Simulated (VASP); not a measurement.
Ga2BSb3:

```
Ga B Sb
1.0
     5.44614    0.00000    0.00000
     0.00000    5.44614    0.00000
     0.00000    0.00000    5.53661
Ga B Sb
2 1 3
Direct
  0.00000 0.50000 0.00000
  0.50000 0.00000 0.00000
  0.50000 0.50000 0.50000
  0.00000 0.00000 0.74438
  0.00000 0.00000 0.25562
  0.50000 0.50000 0.00000
```

The cell was built from a structure type or drawn by symmetry, and may not be a known phase.

```yaml
Program: VASP 6.6.1
Task: relaxation of cell and atoms
Functional: PBE
Potentials_or_basis: VASP PAW PBE potentials, release 64 (Ga_d, B, Sb)
Cutoff: 600 eV
k_mesh: 8 × 8 × 8
Occupations: gaussian, width 0.1 eV
Spin: no spin polarisation
```

At the start: pressure 0.8 GPa; volume 27.37 Å³/atom.

Q: How do energy, volume and symmetry change on relaxing?

A: Over 8 steps the energy falls by 2.1 meV/atom and the volume is 27.77 Å³/atom (+1.5 %); space group P4/mmm (No. 123, to 0.1 Å) before and after.

Step by step:
```
step  energy change (eV)  largest force (eV/Å)  pressure (GPa)  volume (Å³)
   1              0.0000                0.0632            0.76       164.22
   2             -0.0115                0.0286           -0.09       167.33
   3             -0.0115                0.0285           -0.10       167.32
   4             -0.0115                0.0269           -0.08       167.26
   5             -0.0121                0.0125           -0.03       166.98
   6             -0.0123                0.0040           -0.01       166.82
   7             -0.0123                0.0128            0.03       166.49
   8             -0.0124                0.0057           -0.01       166.63
```

Final structure:
```yaml
crystal:
  lattice:
    - [5.44393, 0.00000, 0.00000]
    - [0.00000, 5.44393, 0.00000]
    - [0.00000, 0.00000, 5.62232]
  atoms:
    - { symbol: Ga, position: [0.00000, 0.50000, 0.00000] }
    - { symbol: Ga, position: [0.50000, 0.00000, 0.00000] }
    - { symbol: B, position: [0.50000, 0.50000, 0.50000] }
    - { symbol: Sb, position: [0.00000, 0.00000, 0.74441] }
    - { symbol: Sb, position: [0.00000, 0.00000, 0.25559] }
    - { symbol: Sb, position: [0.50000, 0.50000, 0.00000] }
```
